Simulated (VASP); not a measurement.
# MgO (Periclase) in VASP: single point with PBE

Aim: the single point of MgO (Periclase) with PBE.

Everything below comes from runs of VASP 6.6.1. Logs are shortened: lines on timing, memory, paths and dates and some standing lists are left out, and cuts for length are marked.

## Step 1: The cell of the first run

The cell holds a slab with vacuum, 4 atoms: a = 2.982 Å, b = 2.982 Å, c = 22.652 Å, α = 90.00°, β = 90.00°, γ = 60.00°.

## Step 2: Single point, PBE

File INCAR:

```
SYSTEM = MgO
PREC     = Accurate       ! precision mode
ENCUT    = 520            ! plane-wave cutoff, eV
EDIFF    = 1E-6           ! SCF threshold, eV
ISMEAR   = 1              ! smearing method
SIGMA    = 0.15           ! smearing width, eV
LREAL    = .False.        ! projectors in reciprocal space
LASPH    = .True.         ! aspherical terms in the spheres
NELM     = 120            ! most SCF steps
ALGO     = Normal         ! electronic algorithm
ISIF     = 2              ! what is computed and relaxed
LWAVE    = .False.        ! write WAVECAR
LCHARG   = .False.        ! write CHGCAR
LDIPOL   = .True.       
IDIPOL   = 3            
DIPOL    = 0.5 0.5 0.500
GGA      = PE             ! functional
NBANDS   = 16             ! bands
GGA_COMPAT= .False.      
NELMDL   = -8
```

File KPOINTS:

```
regular mesh
0
Gamma
  5 5 1
  0 0 0
```

File POSCAR:

```
MgO
1.0
    2.9818692963      0.0000000000      0.0000000000
    1.4909346481      2.5823745613      0.0000000000
    0.0000000000      0.0000000000     22.6520291278
Mg O
2 2
Direct
    0.0000000000      0.0000000000      0.4193884771
    0.3333333333      0.3333333333      0.5268705076
    0.6666666667      0.6666666667      0.4731294924
    0.0000000000      1.0000000000      0.5806115229
```

Potentials or basis: VASP PAW PBE potentials, release 64 (Mg, O).

Started as:

```console
$ cat potpaw_PBE.64/Mg/POTCAR potpaw_PBE.64/O/POTCAR > POTCAR
$ mpirun -np 1 vasp_std > vasp.out
```

OUTCAR:

```text
SYSTEM = MgO
   PREC = Accurate
   ENCUT = 520
   EDIFF = 1E-6
   ISMEAR = 1
   LREAL = .False.
   LASPH = .True.
   NELM = 120
   ISIF = 2
   GGA = PE
   NELMDL = -8

 ion  position               nearest neighbor table
   1  0.000  0.000  0.419-   3 2.11   3 2.11   3 2.11   2 2.98   2 2.98   2 2.98
   2  0.333  0.333  0.527-   3 2.11   3 2.11   3 2.11   4 2.11   4 2.11   4 2.11   1 2.98   1 2.98
                             1 2.98
   3  0.667  0.667  0.473-   2 2.11   2 2.11   2 2.11   1 2.11   1 2.11   1 2.11
   4  0.000  0.000  0.581-   2 2.11   2 2.11   2 2.11

  LATTYP: Found a hexagonal cell.
 ALAT       =     2.9818692962
 C/A-ratio  =     7.5965868647

  Lattice vectors:

 A1 = (  -1.4909346481,  -2.5823745613,   0.0000000000)
 A2 = (   2.9818692963,   0.0000000000,   0.0000000000)
 A3 = (   0.0000000000,   0.0000000000,  22.6520291278)

Analysis of symmetry for initial positions (statically):
=====================================================================
 Subroutine PRICEL returns:
 Original cell was already a primitive cell.

 Routine SETGRP: Setting up the symmetry group for a
 hexagonal supercell.

 Subroutine GETGRP returns: Found  6 space group operations
 (whereof  6 operations were pure point group operations)
 out of a pool of 24 trial point group operations.

The static configuration has the point symmetry C_3v.

Analysis of symmetry for dynamics (positions and initial velocities):
=====================================================================
 Subroutine PRICEL returns:
 Original cell was already a primitive cell.

 Routine SETGRP: Setting up the symmetry group for a
 hexagonal supercell.

 Subroutine GETGRP returns: Found  6 space group operations
 (whereof  6 operations were pure point group operations)
 out of a pool of 24 trial point group operations.

The dynamic configuration has the point symmetry C_3v.

 Subroutine INISYM returns: Found  6 space group operations
 (whereof  6 operations are pure point group operations),
 and found     1 'primitive' translations

----------------------------------------------------------------------------------------

                                     Primitive cell

  volume of cell :     174.4275

  direct lattice vectors                    reciprocal lattice vectors
     2.981869296  0.000000000  0.000000000     0.335360105 -0.193620247  0.000000000
     1.490934648  2.582374561  0.000000000     0.000000000  0.387240494  0.000000000
     0.000000000  0.000000000 22.652029128     0.000000000  0.000000000  0.044146155

  length of vectors
     2.981869296  2.981869296 22.652029128     0.387240494  0.387240494  0.044146155

  position of ions in fractional coordinates (direct lattice)
     0.000000000  0.000000000  0.419388477
     0.333333333  0.333333333  0.526870508
     0.666666667  0.666666667  0.473129492
     0.000000000  0.000000000  0.580611523

  ion indices of the primitive-cell ions
   primitive index   ion index
                 1           1
                 2           2
                 3           3
                 4           4

----------------------------------------------------------------------------------------

 KPOINTS: regular mesh

Automatic generation of k-mesh.
 Grid dimensions read from file:
 generate k-points for:    5    5    1

 Generating k-lattice:

  Cartesian coordinates                     Fractional coordinates (reciprocal lattice)
     0.067072021 -0.038724049  0.000000000     0.200000000  0.000000000  0.000000000
     0.000000000  0.077448099  0.000000000     0.000000000  0.200000000  0.000000000
     0.000000000  0.000000000  0.044146155     0.000000000  0.000000000  1.000000000

  Length of vectors
     0.077448099  0.077448099  0.044146155

  Shift w.r.t. Gamma in fractional coordinates (k-lattice)
     0.000000000  0.000000000  0.000000000

 Subroutine IBZKPT returns following result:
 ===========================================

 Found      5 irreducible k-points:

 Following reciprocal coordinates:
            Coordinates               Weight
  0.000000  0.000000  0.000000      1.000000
  0.200000 -0.000000  0.000000      6.000000
  0.400000 -0.000000  0.000000      6.000000
  0.400000  0.200000  0.000000      6.000000
 -0.400000  0.200000  0.000000      6.000000
   k-points           NKPTS =      5   k-points in BZ     NKDIM =      5   number of bands    NBANDS=     16
   number of dos      NEDOS =    301   number of ions     NIONS =      4
   total plane-waves  NPLWV =  96768
   dimension x,y,z NGX =    24 NGY =   24 NGZ =  168
   dimension x,y,z NGXF=    48 NGYF=   48 NGZF=  336
   ions per type =               2   2
   NGX,Y,Z   is equivalent  to a cutoff of  13.38, 13.38, 12.33 a.u.
   NGXF,Y,Z  is equivalent  to a cutoff of  26.76, 26.76, 24.66 a.u.
 SYSTEM =  MgO
   PREC   = accura    normal or accurate (medium, high low for compatibility)
   ISTART =      0    job   : 0-new  1-cont  2-samecut
   ICHARG =      2    charge: 1-file 2-atom 10-const
   ISPIN  =      1    spin polarized calculation?
   LNONCOLLINEAR =      F non collinear calculations
   LSORBIT =      F    spin-orbit coupling
   LASPH  =      T    aspherical Exc in radial PAW
   ENCUT  =  520.0 eV  38.22 Ry    6.18 a.u.   5.54  5.54 42.12*2*pi/ulx,y,z
   NELM   =    120;   NELMIN=  2; NELMDL= -8     # of ELM steps
   EDIFF  = 0.1E-05   stopping-criterion for ELM
   LREAL  =      F    real-space projection
   EDIFFG = 0.1E-04   stopping-criterion for IOM
   NSW    =      0    number of steps for IOM
   IBRION =     -1    ionic relax: 0-MD 1-quasi-New 2-CG
   NFREE  =      0    steps in history (QN), initial steepest desc. (CG)
   ISIF   =      2    stress and relaxation
   ISYM   =      2    0-nonsym 1-usesym 2-fastsym
   POTIM  = 0.5000    time-step for ionic-motion
   TEBEG  =    0.0;   TEEND  =   0.0 temperature during run
   PSTRESS=    0.0 pullay stress
   NELECT =      16.0000    total number of electrons
   NUPDOWN=      -1.0000    fix difference up-down
   EMIN   =  10.00;   EMAX   =-10.00  energy-range for DOS
   EFERMI =   0.00;   METHOD = LEGACY
   ISMEAR =     1;   SIGMA  =   0.15  broadening in eV -4-tet -1-fermi 0-gaus
   EFERMI_NEDOS =   21; number of points for ismear=-14 and -15
   IALGO  =     38    algorithm
   IMIX   =      4    mixing-type and parameters
     AMIX     =   0.40;   BMIX     =  1.00
     AMIX_MAG =   1.60;   BMIX_MAG =  1.00
  volume/ion in A,a.u.               =      43.61       294.27
  Fermi-wavevector in a.u.,A,eV,Ry     =   0.738318  1.395218  7.416709  0.545113
  Thomas-Fermi vector in A             =   1.832211
   LORBIT       =      0    0 simple, 1 ext, 2 COOP (PROOUT), +10 PAW based schemes
   GGA     = PE    functional components
   LHFCALC =     F    Hartree Fock is set to
   AEXX    =    0.0000 exact exchange contribution
   IVDW    =     0    specifies the selected vdW correction
   LEPSILON=     F    determine dielectric tensor
   LRPA    =     F    only Hartree local field effects (RPA)
 non-spin polarized calculation
 Methfessel and Paxton  Order N= 1 SIGMA  =   0.15
  energy-cutoff  :      520.00
  volume of cell :      174.43
 maximum number of plane-waves:      4777
 NGX is ok and might be reduce to    24
   NGX = 11   NGY = 11   NGZ = 85

 dipolmoment           0.000000      0.000000     -0.003137 electrons x Angstroem

 number of electron      16.0000000 magnetization

 dipolmoment           0.000000      0.000000      0.244127 electrons x Angstroem

 Free energy of the ion-electron system (eV)
  ---------------------------------------------------
  ext. energy  EPLUGINS =         0.00000000
  ---------------------------------------------------
  free energy    TOTEN  =       -18.48267057 eV

  energy without entropy =      -18.47446438  energy(sigma->0) =      -18.47993518

 E-fermi :  -4.4202     XC(G=0):  -3.3420

 val. band max:       -4.4816102972   @ k =   0.4000  -0.0000   0.0000
 cond. band min:      -4.3952318063   @ k =   0.4000   0.2000   0.0000
 fundamental gap:      0.0863784909
 Fermi energy:        -4.4201820458

 k-point     1 :       0.0000    0.0000    0.0000
  band No.  band energies     occupation
      1     -23.7949      2.00000
      2     -20.2404      2.00000
      3     -10.6220      2.00000
      4      -7.4693      2.00000
      5      -7.4693      2.00000
      6      -6.8552      2.00000
[... 8 lines left out ...]
     15       4.6485      0.00000
     16       5.5881      0.00000

 k-point     2 :       0.2000   -0.0000    0.0000
  band No.  band energies     occupation
      1     -23.5328      2.00000
      2     -20.0442      2.00000
      3     -10.1799      2.00000
      4      -8.9993      2.00000
      5      -7.7136      2.00000
      6      -6.0255      2.00000
[... 8 lines left out ...]
     15       5.2279      0.00000
     16       5.7099      0.00000

 k-point     3 :       0.4000   -0.0000    0.0000
  band No.  band energies     occupation
      1     -23.0642      2.00000
      2     -19.7016      2.00000
      3     -10.7684      2.00000
      4      -9.2912      2.00000
      5      -8.0767      2.00000
      6      -6.3631      2.00000
[... 8 lines left out ...]
     15       5.7763      0.00000
     16       6.2040      0.00000

 k-point     4 :       0.4000    0.2000    0.0000
  band No.  band energies     occupation
      1     -23.1615      2.00000
      2     -19.7703      2.00000
      3     -10.1984      2.00000
      4      -9.4394      2.00000
      5      -8.4826      2.00000
      6      -5.9234      2.00000
[... 8 lines left out ...]
     15       4.9336      0.00000
     16       5.9773      0.00000

 k-point     5 :      -0.4000    0.2000    0.0000
  band No.  band energies     occupation
      1     -22.9139      2.00000
      2     -19.5895      2.00000
      3     -10.6457      2.00000
      4      -9.1253      2.00000
      5      -9.0314      2.00000
      6      -6.2622      2.00000
[... 8 lines left out ...]
     15       5.9116      0.00000
     16       6.3836      0.00000

------------------------ aborting loop because EDIFF is reached ----------------------------------------

 vacuum level on the upper side and lower side of the slab       (xc-potential included)         2.778        -2.819

  FORCE on cell =-STRESS in cart. coord.  units (eV):
  Direction    XX          YY          ZZ          XY          YZ          ZX
  --------------------------------------------------------------------------------------
  -------------------------------------------------------------------------------------
  Total        0.9063485      0.9063485     -1.1203533     -0.0000000      0.0000000      0.0000000
  in kB        8.3251266      8.3251266    -10.2908356     -0.0000000      0.0000000      0.0000000
  external PRESSURE =       2.1198058 kB  Pullay stress =       0.0000000 kB

 VOLUME and BASIS-vectors are now :
 -----------------------------------------------------------------------------
  energy-cutoff  :      520.00
  volume of cell :      174.43
      direct lattice vectors                 reciprocal lattice vectors
     2.981869296  0.000000000  0.000000000     0.335360105 -0.193620247  0.000000000
     1.490934648  2.582374561  0.000000000     0.000000000  0.387240494  0.000000000
     0.000000000  0.000000000 22.652029128     0.000000000  0.000000000  0.044146155

 POSITION                                       TOTAL-FORCE (eV/Angst)
 -----------------------------------------------------------------------------------
      0.00000      0.00000      9.50000         0.000000      0.000000      0.687240
      1.49093      0.86079     11.93469         0.000000      0.000000      3.017232
      2.98187      1.72158     10.71734        -0.000000     -0.000000     -2.085403
      0.00000      0.00000     13.15203         0.000000      0.000000     -1.619069
 -----------------------------------------------------------------------------------
    total drift:                               -0.000000     -0.000000      0.000407

  FREE ENERGIE OF THE ION-ELECTRON SYSTEM (eV)
  ---------------------------------------------------
  free  energy   TOTEN  =       -18.4826705727 eV

  energy  without entropy=      -18.4744643837  energy(sigma->0) =      -18.47993518

 vacuum level on the upper side and lower side of the slab         5.548        -0.189
```

Wall time 57 s (1 thread of Intel Xeon Platinum 8259CL at 2.50GHz (Skylake/Cascade Lake), shared host); peak memory 0.28 GiB.

What came out:

```yaml
Free_energy: -18.4827 eV
Largest_force: 3.017 eV/Å
Band_gap_on_the_k_mesh: zero (band 8 reaches -4.02 eV, above the bottom of band 9 at -4.40 eV)
```

Forces in eV/Å, atoms in the order of the input:
```
Mg   0.000  0.000  0.687
Mg   0.000  0.000  3.017
O    0.000  0.000 -2.085
O    0.000  0.000 -1.619
```

Levels at points of the mesh, in eV from the Fermi level:
```tsv
k point	band 5	band 6	band 7	band 8	band 9	band 10	band 11	band 12
(0.00, 0.00, 0.00)	-3.05	-2.44	-0.59	0.40	0.40	2.95	4.35	5.41
```

Caveat: the k points lie up to 0.49 Å⁻¹ apart.
